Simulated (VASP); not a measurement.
# W in VASP: a series of runs, part 2 of 2

VASP 6.6.1. Earlier steps stand in the parts before.

### Step 4. Single point, PBE

The input, INCAR:

```
SYSTEM = W
  PREC = Accurate
  ENCUT = 520
  EDIFF = 1E-6
  ISMEAR = -1
  SIGMA = 0.08
  LREAL = .FALSE.
  LASPH = .TRUE.
  NELM = 100
  ALGO = Normal
  ISIF = 2
  LWAVE = .FALSE.
  LCHARG = .TRUE.
  LDIPOL = .TRUE.
  IDIPOL = 3
  DIPOL = 0.5 0.5 0.500
  GGA = PE
  LELF = .TRUE.
  LVHAR = .TRUE.
  LVACPOTAV = .TRUE.
  NBANDS = 28
```

The input, KPOINTS:

```
regular mesh
0
G
  11 11 1
  0 0 0
```

The input, POSCAR:

```
W
1.0
    3.1834185700      0.0000000000      0.0000000000
    0.0000000000      3.1834185700      0.0000000000
    0.0000000000      0.0000000000     19.1834000000
W
3
Direct
    0.0000000000      0.0000000000      0.4232615824
    0.5000000000      0.5000000000      0.5000000029
    0.0000000000      0.0000000000      0.5767384147
```

Potentials or basis: VASP PAW PBE potentials, release 64 (W_sv).

Started as:

```console
$ cat potpaw_PBE.64/W_sv/POTCAR > POTCAR
$ mpirun -np 1 vasp_std > vasp.out
```

OUTCAR:

```text
SYSTEM = W
   PREC = Accurate
   ENCUT = 520
   EDIFF = 1E-6
   ISMEAR = -1
   LREAL = .FALSE.
   LASPH = .TRUE.
   NELM = 100
   ISIF = 2
   GGA = PE

 ion  position               nearest neighbor table
   1  0.000  0.000  0.423-   2 2.69   2 2.69   2 2.69   2 2.69   3 2.94
   2  0.500  0.500  0.500-   3 2.69   3 2.69   3 2.69   3 2.69   1 2.69   1 2.69   1 2.69   1 2.69

   3  0.000  0.000  0.577-   2 2.69   2 2.69   2 2.69   2 2.69   1 2.94

  LATTYP: Found a simple tetragonal cell.
 ALAT       =     3.1834185700
 C/A-ratio  =     6.0260376002

  Lattice vectors:

 A1 = (   3.1834185700,   0.0000000000,   0.0000000000)
 A2 = (   0.0000000000,   3.1834185700,   0.0000000000)
 A3 = (   0.0000000000,   0.0000000000,  19.1834000000)

Analysis of symmetry for initial positions (statically):
=====================================================================
 Subroutine PRICEL returns:
 Original cell was already a primitive cell.

 Routine SETGRP: Setting up the symmetry group for a
 simple tetragonal supercell.

 Subroutine GETGRP returns: Found 16 space group operations
 (whereof 16 operations were pure point group operations)
 out of a pool of 16 trial point group operations.

The static configuration has the point symmetry D_4h.

Analysis of symmetry for dynamics (positions and initial velocities):
=====================================================================
 Subroutine PRICEL returns:
 Original cell was already a primitive cell.

 Routine SETGRP: Setting up the symmetry group for a
 simple tetragonal supercell.

 Subroutine GETGRP returns: Found 16 space group operations
 (whereof 16 operations were pure point group operations)
 out of a pool of 16 trial point group operations.

The dynamic configuration has the point symmetry D_4h.

 Subroutine INISYM returns: Found 16 space group operations
 (whereof 16 operations are pure point group operations),
 and found     1 'primitive' translations

[... 113 lines left out ...]
  volume/ion in A,a.u.               =      64.80       437.31
  Fermi-wavevector in a.u.,A,eV,Ry     =   0.982321  1.856318 13.129012  0.964955
  Thomas-Fermi vector in A             =   2.113395
   LORBIT       =      0    0 simple, 1 ext, 2 COOP (PROOUT), +10 PAW based schemes
   GGA     = PE    functional components
   LHFCALC =     F    Hartree Fock is set to
   AEXX    =    0.0000 exact exchange contribution
   IVDW    =     0    specifies the selected vdW correction
   LEPSILON=     F    determine dielectric tensor
   LRPA    =     F    only Hartree local field effects (RPA)
 non-spin polarized calculation
  energy-cutoff  :      520.00
  volume of cell :      194.41
 maximum number of plane-waves:      5292
 NGX is ok and might be reduce to    24
   NGX = 11   NGY = 11   NGZ = 71

 dipolmoment           0.000000      0.000000     -0.000000 electrons x Angstroem

 number of electron      41.9999990 magnetization

 dipolmoment           0.000000      0.000000      0.000000 electrons x Angstroem

 Free energy of the ion-electron system (eV)
  ---------------------------------------------------
  ext. energy  EPLUGINS =         0.00000000
  ---------------------------------------------------
  free energy    TOTEN  =       -33.63670420 eV

  energy without entropy =      -33.51648624  energy(sigma->0) =      -33.57659522

 E-fermi :  -0.2549     XC(G=0):  -4.5822

 val. band max:       -0.2652691715   @ k =   0.2727   0.2727   0.0000
 cond. band min:      -0.2519479106   @ k =   0.1818   0.0909   0.0000
 fundamental gap:      0.0133212610
 Fermi energy:        -0.2549133505

 k-point     1 :       0.0000    0.0000    0.0000
  band No.  band energies     occupation
      1     -74.3998      2.00000
      2     -74.3385      2.00000
      3     -74.1337      2.00000
      4     -38.8027      2.00000
      5     -38.7982      2.00000
      6     -38.7909      2.00000
[... 640 lines left out ...]
     27       2.8828      0.00000
     28       3.1770      0.00000

------------------------ aborting loop because EDIFF is reached ----------------------------------------

  FORCE on cell =-STRESS in cart. coord.  units (eV):
  Direction    XX          YY          ZZ          XY          YZ          ZX
  --------------------------------------------------------------------------------------
  -------------------------------------------------------------------------------------
  Total       -5.3478846     -5.3478846      0.0841321      0.0000000      0.0000000      0.0000000
  in kB      -44.0737024    -44.0737024      0.6933605      0.0000000      0.0000000      0.0000000
  external PRESSURE =     -29.1513481 kB  Pullay stress =       0.0000000 kB

 VOLUME and BASIS-vectors are now :
 -----------------------------------------------------------------------------
  energy-cutoff  :      520.00
  volume of cell :      194.41
      direct lattice vectors                 reciprocal lattice vectors
     3.183418570  0.000000000  0.000000000     0.314127715  0.000000000  0.000000000
     0.000000000  3.183418570  0.000000000     0.000000000  0.314127715  0.000000000
     0.000000000  0.000000000 19.183400000     0.000000000  0.000000000  0.052128403

 POSITION                                       TOTAL-FORCE (eV/Angst)
 -----------------------------------------------------------------------------------
      0.00000      0.00000      8.11960        -0.000000     -0.000000     -0.039636
      1.59171      1.59171      9.59170         0.000000      0.000000      0.000000
      0.00000      0.00000     11.06380         0.000000     -0.000000      0.039636
 -----------------------------------------------------------------------------------
    total drift:                                0.000000     -0.000000     -0.000017

  FREE ENERGIE OF THE ION-ELECTRON SYSTEM (eV)
  ---------------------------------------------------
  free  energy   TOTEN  =       -33.6367042012 eV

  energy  without entropy=      -33.5164862358  energy(sigma->0) =      -33.57659522

 vacuum level on the upper side and lower side of the slab         3.952         3.952
```

OSZICAR:

```text
N       E                     dE             d eps       ncg     rms          rms(c)
DAV:   1     0.390999629825E+03    0.39100E+03   -0.26688E+04  1528   0.133E+03
DAV:   2    -0.214848467338E+02   -0.41248E+03   -0.40624E+03  1460   0.391E+02
DAV:   3    -0.363283795173E+02   -0.14844E+02   -0.14306E+02  1484   0.752E+01
[... 14 lines left out ...]
DAV:  18    -0.336366845438E+02   -0.11911E-04   -0.59427E-07   948   0.515E-03    0.132E-03
DAV:  19    -0.336366945899E+02   -0.10046E-04   -0.45428E-07   944   0.386E-03    0.801E-04
DAV:  20    -0.336367007001E+02   -0.61102E-05   -0.13767E-07   820   0.160E-03    0.390E-04
DAV:  21    -0.336367039443E+02   -0.32442E-05   -0.18360E-07   812   0.131E-03    0.135E-04
DAV:  22    -0.336367042012E+02   -0.25689E-06   -0.12080E-08   676   0.518E-04
   1 F= -.33636704E+02 E0= -.33576595E+02  d E =-.120218E+00
```

stdout:

```text
POSCAR found type information on POSCAR W
 POSCAR found :  1 types and       3 ions
 scaLAPACK will be used
 LDA part: xc-table for (Slater+PW92), standard interpolation
 POSCAR, INCAR and KPOINTS ok, starting setup
 FFT: planning ... GRIDC
 FFT: planning ... GRID_SOFT
 FFT: planning ... GRID
 WAVECAR not read
 entering main loop
 -----------------------------------------------------------------------------
|                                                                             |
|           W    W    AA    RRRRR   N    N  II  N    N   GGGG   !!!           |
|           W    W   A  A   R    R  NN   N  II  NN   N  G    G  !!!           |
|           W    W  A    A  R    R  N N  N  II  N N  N  G       !!!           |
|           W WW W  AAAAAA  RRRRR   N  N N  II  N  N N  G  GGG   !            |
|           WW  WW  A    A  R   R   N   NN  II  N   NN  G    G                |
|           W    W  A    A  R    R  N    N  II  N    N   GGGG   !!!           |
|                                                                             |
|     Did not find any points to average over, which means that no vacuum     |
|     field-free region was found. Please increase the size of  your cell     |
|     in the dimension of the dipole correction to obtain accurate            |
|     workfunction values.                                                    |
|                                                                             |
 -----------------------------------------------------------------------------
```

Wall time 3.5 min (1 thread of AMD EPYC 7R43 (Zen 3), shared host); peak memory 0.26 GiB.

Results:

```
Free energy            : -33.6367 eV
Largest force          : 0.040 eV/Å
Band gap on the k mesh : zero (band 21 reaches 0.65 eV, above the bottom of band 22 at -0.57 eV)
```

Forces on the atoms (eV/Å):
```
W    0.000  0.000 -0.040
W    0.000  0.000  0.000
W    0.000  0.000  0.040
```

Caveat: spin-orbit coupling is left out, which moves the levels of the heavy elements.
